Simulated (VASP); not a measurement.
# GaMo in VASP: notebook

GaMo is run at these levels: PBE; tasks: single point.

Everything below comes from runs of VASP 6.6.1. Logs are shortened: lines on timing, memory, paths and dates and some standing lists are left out, and cuts for length are marked.

## 1. The cell of the first run

It takes space group Pm-3m (No. 221, cubic). The conventional cell has a = 3.125 Å, b = 3.125 Å, c = 3.125 Å, α = 90.00°, β = 90.00°, γ = 90.00°. Within 3.6 Å of Ga (site symmetry m-3m) lie 8 Mo at 2.71 Å and 6 Ga at 3.13 Å. Mo (site symmetry m-3m) has 8 Ga at 2.71 Å and 6 Mo at 3.13 Å within 3.6 Å.

## 2. Single point, PBE

INCAR

```
PREC = Accurate ; ENCUT = 520
EDIFF = 1E-7 ; ISMEAR = 0
SIGMA = 0.2 ; LREAL = F
LASPH = T ; NELM = 60
ALGO = Normal ; ISIF = 2
LWAVE = F ; LCHARG = F
GGA = PE ; NBANDS = 20
```

KPOINTS

```
Automatic mesh
0
Gamma
  6 6 6
```

POSCAR

```
GaMo
1.0
    3.1254110490      0.0000000000      0.0000000000
    0.0000000000      3.1254110490      0.0000000000
    0.0000000000      0.0000000000      3.1254110490
Ga Mo
1 1
Direct
    0.5000000000      0.5000000000      0.5000000000
    0.0000000000      0.0000000000      0.0000000000
```

Potentials or basis: VASP PAW PBE potentials, release 64 (Ga_d, Mo_sv).

Started as:

```console
$ cat potpaw_PBE.64/Ga_d/POTCAR potpaw_PBE.64/Mo_sv/POTCAR > POTCAR
$ mpirun -np 1 vasp_std > vasp.out
```

OUTCAR:

```text
PREC = Accurate
   ENCUT = 520
   EDIFF = 1E-7
   ISMEAR = 0
   LREAL = F
   LASPH = T
   NELM = 60
   ISIF = 2
   GGA = PE

 ion  position               nearest neighbor table
   1  0.500  0.500  0.500-   2 2.71   2 2.71   2 2.71   2 2.71   2 2.71   2 2.71   2 2.71   2 2.71

   2  0.000  0.000  0.000-   1 2.71   1 2.71   1 2.71   1 2.71   1 2.71   1 2.71   1 2.71   1 2.71

  LATTYP: Found a simple cubic cell.
 ALAT       =     3.1254110490

  Lattice vectors:

 A1 = (   3.1254110490,   0.0000000000,   0.0000000000)
 A2 = (   0.0000000000,   3.1254110490,   0.0000000000)
 A3 = (   0.0000000000,   0.0000000000,   3.1254110490)

Analysis of symmetry for initial positions (statically):
=====================================================================
 Subroutine PRICEL returns:
 Original cell was already a primitive cell.

 Routine SETGRP: Setting up the symmetry group for a
 simple cubic supercell.

 Subroutine GETGRP returns: Found 48 space group operations
 (whereof 48 operations were pure point group operations)
 out of a pool of 48 trial point group operations.

The static configuration has the point symmetry O_h .

Analysis of symmetry for dynamics (positions and initial velocities):
=====================================================================
 Subroutine PRICEL returns:
 Original cell was already a primitive cell.

 Routine SETGRP: Setting up the symmetry group for a
 simple cubic supercell.

 Subroutine GETGRP returns: Found 48 space group operations
 (whereof 48 operations were pure point group operations)
 out of a pool of 48 trial point group operations.

The dynamic configuration has the point symmetry O_h .

 Subroutine INISYM returns: Found 48 space group operations
 (whereof 48 operations are pure point group operations),
 and found     1 'primitive' translations

----------------------------------------------------------------------------------------

                                     Primitive cell

  volume of cell :      30.5296

  direct lattice vectors                    reciprocal lattice vectors
     3.125411049  0.000000000  0.000000000     0.319957914  0.000000000  0.000000000
     0.000000000  3.125411049  0.000000000     0.000000000  0.319957914  0.000000000
     0.000000000  0.000000000  3.125411049     0.000000000  0.000000000  0.319957914

  length of vectors
     3.125411049  3.125411049  3.125411049     0.319957914  0.319957914  0.319957914

  position of ions in fractional coordinates (direct lattice)
     0.500000000  0.500000000  0.500000000
     0.000000000  0.000000000  0.000000000

  ion indices of the primitive-cell ions
   primitive index   ion index
                 1           1
                 2           2

----------------------------------------------------------------------------------------

 KPOINTS: Automatic mesh

Automatic generation of k-mesh.
 Grid dimensions read from file:
 generate k-points for:    6    6    6

 Generating k-lattice:

  Cartesian coordinates                     Fractional coordinates (reciprocal lattice)
     0.053326319  0.000000000  0.000000000     0.166666667  0.000000000  0.000000000
     0.000000000  0.053326319  0.000000000     0.000000000  0.166666667  0.000000000
     0.000000000  0.000000000  0.053326319     0.000000000  0.000000000  0.166666667

  Length of vectors
     0.053326319  0.053326319  0.053326319

  Shift w.r.t. Gamma in fractional coordinates (k-lattice)
     0.000000000  0.000000000  0.000000000

 Subroutine IBZKPT returns following result:
 ===========================================

 Found     20 irreducible k-points:

 Following reciprocal coordinates:
            Coordinates               Weight
  0.000000  0.000000  0.000000      1.000000
  0.166667  0.000000  0.000000      6.000000
  0.333333  0.000000  0.000000      6.000000
  0.500000  0.000000  0.000000      3.000000
  0.166667  0.166667  0.000000     12.000000
  0.333333  0.166667  0.000000     24.000000
[... 12 lines left out ...]
  0.500000  0.500000  0.333333      6.000000
  0.500000  0.500000  0.500000      1.000000
   k-points           NKPTS =     20   k-points in BZ     NKDIM =     20   number of bands    NBANDS=     20
   number of dos      NEDOS =    301   number of ions     NIONS =      2
   total plane-waves  NPLWV =  13824
   dimension x,y,z NGX =    24 NGY =   24 NGZ =   24
   dimension x,y,z NGXF=    48 NGYF=   48 NGZF=   48
   ions per type =               1   1
   NGX,Y,Z   is equivalent  to a cutoff of  12.77, 12.77, 12.77 a.u.
   NGXF,Y,Z  is equivalent  to a cutoff of  25.53, 25.53, 25.53 a.u.
 SYSTEM =  unknown system
   PREC   = accura    normal or accurate (medium, high low for compatibility)
   ISTART =      0    job   : 0-new  1-cont  2-samecut
   ICHARG =      2    charge: 1-file 2-atom 10-const
   ISPIN  =      1    spin polarized calculation?
   LNONCOLLINEAR =      F non collinear calculations
   LSORBIT =      F    spin-orbit coupling
   LASPH  =      T    aspherical Exc in radial PAW
   ENCUT  =  520.0 eV  38.22 Ry    6.18 a.u.   5.81  5.81  5.81*2*pi/ulx,y,z
   NELM   =     60;   NELMIN=  2; NELMDL= -5     # of ELM steps
   EDIFF  = 0.1E-06   stopping-criterion for ELM
   LREAL  =      F    real-space projection
   EDIFFG = 0.1E-05   stopping-criterion for IOM
   NSW    =      0    number of steps for IOM
   IBRION =     -1    ionic relax: 0-MD 1-quasi-New 2-CG
   NFREE  =      0    steps in history (QN), initial steepest desc. (CG)
   ISIF   =      2    stress and relaxation
   ISYM   =      2    0-nonsym 1-usesym 2-fastsym
   POTIM  = 0.5000    time-step for ionic-motion
   TEBEG  =    0.0;   TEEND  =   0.0 temperature during run
   PSTRESS=    0.0 pullay stress
   NELECT =      27.0000    total number of electrons
   NUPDOWN=      -1.0000    fix difference up-down
   EMIN   =  10.00;   EMAX   =-10.00  energy-range for DOS
   EFERMI =   0.00;   METHOD = LEGACY
   ISMEAR =     0;   SIGMA  =   0.20  broadening in eV -4-tet -1-fermi 0-gaus
   EFERMI_NEDOS =   21; number of points for ismear=-14 and -15
   IALGO  =     38    algorithm
   IMIX   =      4    mixing-type and parameters
     AMIX     =   0.40;   BMIX     =  1.00
     AMIX_MAG =   1.60;   BMIX_MAG =  1.00
  volume/ion in A,a.u.               =      15.26       103.01
  Fermi-wavevector in a.u.,A,eV,Ry     =   1.571408  2.969530 33.597178  2.469323
  Thomas-Fermi vector in A             =   2.672996
   LORBIT       =      0    0 simple, 1 ext, 2 COOP (PROOUT), +10 PAW based schemes
   GGA     = PE    functional components
   LHFCALC =     F    Hartree Fock is set to
   AEXX    =    0.0000 exact exchange contribution
   IVDW    =     0    specifies the selected vdW correction
   LEPSILON=     F    determine dielectric tensor
   LRPA    =     F    only Hartree local field effects (RPA)
 non-spin polarized calculation
 Gauss-broadening in eV      SIGMA  =   0.20
  energy-cutoff  :      520.00
  volume of cell :       30.53
 maximum number of plane-waves:       840
 NGX is ok and might be reduce to    24
   NGX = 11   NGY = 11   NGZ = 11

 number of electron      26.9999984 magnetization

 Free energy of the ion-electron system (eV)
  ---------------------------------------------------
  ext. energy  EPLUGINS =         0.00000000
  ---------------------------------------------------
  free energy    TOTEN  =       -13.47380058 eV

  energy without entropy =      -13.43437999  energy(sigma->0) =      -13.45409028

 E-fermi :  10.0466     XC(G=0): -12.8442

 val. band max:       10.0338182079   @ k =   0.5000   0.1667   0.1667
 cond. band min:      10.0986642796   @ k =   0.5000   0.5000   0.3333
 fundamental gap:      0.0648460717
 Fermi energy:        10.0465628398

 k-point     1 :       0.0000    0.0000    0.0000
  band No.  band energies     occupation
      1     -50.7776      2.00000
      2     -24.7548      2.00000
      3     -24.7548      2.00000
      4     -24.7548      2.00000
      5      -4.7378      2.00000
      6      -4.7378      2.00000
[... 12 lines left out ...]
     19      21.1301      0.00000
     20      22.7846      0.00000

 k-point     2 :       0.1667    0.0000    0.0000
  band No.  band energies     occupation
      1     -50.7718      2.00000
      2     -24.8309      2.00000
      3     -24.7484      2.00000
      4     -24.7484      2.00000
      5      -4.7280      2.00000
      6      -4.6907      2.00000
[... 12 lines left out ...]
     19      21.2593      0.00000
     20      21.8065      0.00000

 k-point     3 :       0.3333    0.0000    0.0000
  band No.  band energies     occupation
      1     -50.7600      2.00000
      2     -24.9806      2.00000
      3     -24.7356      2.00000
      4     -24.7356      2.00000
      5      -4.7084      2.00000
      6      -4.5976      2.00000
[... 12 lines left out ...]
     19      19.3391      0.00000
     20      21.6383      0.00000

 k-point     4 :       0.5000    0.0000    0.0000
  band No.  band energies     occupation
      1     -50.7542      2.00000
      2     -25.0541      2.00000
      3     -24.7292      2.00000
      4     -24.7292      2.00000
      5      -4.6986      2.00000
      6      -4.5971      2.00000
[... 12 lines left out ...]
     19      21.0144      0.00000
     20      21.0835      0.00000

 k-point     5 :       0.1667    0.1667    0.0000
  band No.  band energies     occupation
      1     -50.7660      2.00000
      2     -24.8271      2.00000
      3     -24.8196      2.00000
      4     -24.7419      2.00000
      5      -4.7030      2.00000
      6      -4.6620      2.00000
[... 12 lines left out ...]
     19      21.0382      0.00000
     20      24.0268      0.00000
[... 261 lines left out ...]
      6      -4.6387      2.00000
[... 12 lines left out ...]
     19      19.4389      0.00000
     20      20.6960      0.00000

 k-point    18 :       0.5000    0.3333    0.3333
  band No.  band energies     occupation
      1     -50.7203      2.00000
      2     -24.9941      2.00000
      3     -24.9185      2.00000
      4     -24.9153      2.00000
      5      -4.6798      2.00000
      6      -4.6444      2.00000
[... 12 lines left out ...]
     19      18.2976      0.00000
     20      19.1274      0.00000

 k-point    19 :       0.5000    0.5000    0.3333
  band No.  band energies     occupation
      1     -50.7147      2.00000
      2     -24.9849      2.00000
      3     -24.9849      2.00000
      4     -24.9088      2.00000
      5      -4.6728      2.00000
      6      -4.6519      2.00000
[... 12 lines left out ...]
     19      18.3978      0.00000
     20      19.8615      0.00000

 k-point    20 :       0.5000    0.5000    0.5000
  band No.  band energies     occupation
      1     -50.7092      2.00000
      2     -24.9763      2.00000
      3     -24.9763      2.00000
      4     -24.9763      2.00000
      5      -4.6557      2.00000
      6      -4.6557      2.00000
[... 12 lines left out ...]
     19      18.4144      0.00000
     20      18.4144      0.00000

------------------------ aborting loop because EDIFF is reached ----------------------------------------

  FORCE on cell =-STRESS in cart. coord.  units (eV):
  Direction    XX          YY          ZZ          XY          YZ          ZX
  --------------------------------------------------------------------------------------
  -------------------------------------------------------------------------------------
  Total       -0.0367621     -0.0367621     -0.0367621     -0.0000000      0.0000000     -0.0000000
  in kB       -1.9292547     -1.9292547     -1.9292547     -0.0000000      0.0000000     -0.0000000
  external PRESSURE =      -1.9292547 kB  Pullay stress =       0.0000000 kB

 VOLUME and BASIS-vectors are now :
 -----------------------------------------------------------------------------
  energy-cutoff  :      520.00
  volume of cell :       30.53
      direct lattice vectors                 reciprocal lattice vectors
     3.125411049  0.000000000  0.000000000     0.319957914  0.000000000  0.000000000
     0.000000000  3.125411049  0.000000000     0.000000000  0.319957914  0.000000000
     0.000000000  0.000000000  3.125411049     0.000000000  0.000000000  0.319957914

 POSITION                                       TOTAL-FORCE (eV/Angst)
 -----------------------------------------------------------------------------------
      1.56271      1.56271      1.56271         0.000000      0.000000      0.000000
      0.00000      0.00000      0.00000         0.000000      0.000000      0.000000
 -----------------------------------------------------------------------------------
    total drift:                                0.000000      0.000000     -0.000000

  FREE ENERGIE OF THE ION-ELECTRON SYSTEM (eV)
  ---------------------------------------------------
  free  energy   TOTEN  =       -13.4738005785 eV

  energy  without entropy=      -13.4343799866  energy(sigma->0) =      -13.45409028
```

It took 9 s on 1 thread of Intel Xeon Platinum 8375C at 2.90GHz (Ice Lake), shared host; peak memory 0.14 GiB.

What came out:

* Free energy: -13.4738 eV
* Pressure: -0.2 GPa

## 3. Single point, PBE

This run uses another cell than the first one, of 15.23 Å³/atom, 0.998 times its volume.

INCAR

```
SYSTEM = GaMo
PREC = Accurate ; ENCUT = 520
EDIFF = 1E-6 ; ISMEAR = 0
SIGMA = 0.2 ; LREAL = .FALSE.
LASPH = .TRUE. ; NELM = 80
ALGO = Fast ; ISIF = 2
LWAVE = .FALSE. ; LCHARG = .FALSE.
GGA = PE ; NBANDS = 20
```

KPOINTS

```
regular mesh
0
G
  6 6 6
  0 0 0
```

POSCAR

```
GaMo
1.0
    2.2079825462      1.2747793174      1.8036602893
   -2.2079825462      1.2747793174      1.8036602893
    0.0000000000     -2.5495586349      1.8036602893
Ga Mo
1 1
Direct
    0.0000000000      0.0000000000      0.0000000000
    0.5000000000      0.5000000000      0.5000000000
```

Potentials or basis: VASP PAW PBE potentials, release 64 (Ga_d, Mo_sv).

Started as:

```console
$ cat potpaw_PBE.64/Ga_d/POTCAR potpaw_PBE.64/Mo_sv/POTCAR > POTCAR
$ mpirun -np 1 vasp_std > vasp.out
```

Run time: 12 s. Hardware: 1 thread of AMD EPYC 9R45 (Zen 5), shared host; peak memory 0.12 GiB.

Results (log left out):

| Quantity | Value |
| --- | --- |
| Free energy | -13.4738 eV |
| Pressure | 0.2 GPa |

Stress tensor (GPa, compression positive):
```
0.23 0.00 0.00
0.00 0.23 0.00
0.00 0.00 0.12
```

Levels at points of the mesh, in eV from the Fermi level:
| k point | band 11 | band 12 | band 13 | band 14 | band 15 | band 16 | band 17 | band 18 |
| --- | --- | --- | --- | --- | --- | --- | --- | --- |
| (0.00, 0.00, 0.00) | -2.76 | -2.76 | 1.29 | 1.29 | 1.29 | 4.48 | 4.48 | 4.48 |
| (0.50, 0.00, 0.00) | -5.93 | -2.27 | -1.22 | -1.21 | 1.39 | 3.10 | 8.54 | 10.99 |
| (0.50, 0.50, 0.00) | -2.22 | -1.96 | -1.95 | -0.05 | -0.05 | 2.66 | 4.86 | 6.41 |
| (0.50, 0.50, 0.50) | -4.66 | -4.66 | -1.62 | 2.77 | 2.77 | 4.99 | 4.99 | 4.99 |
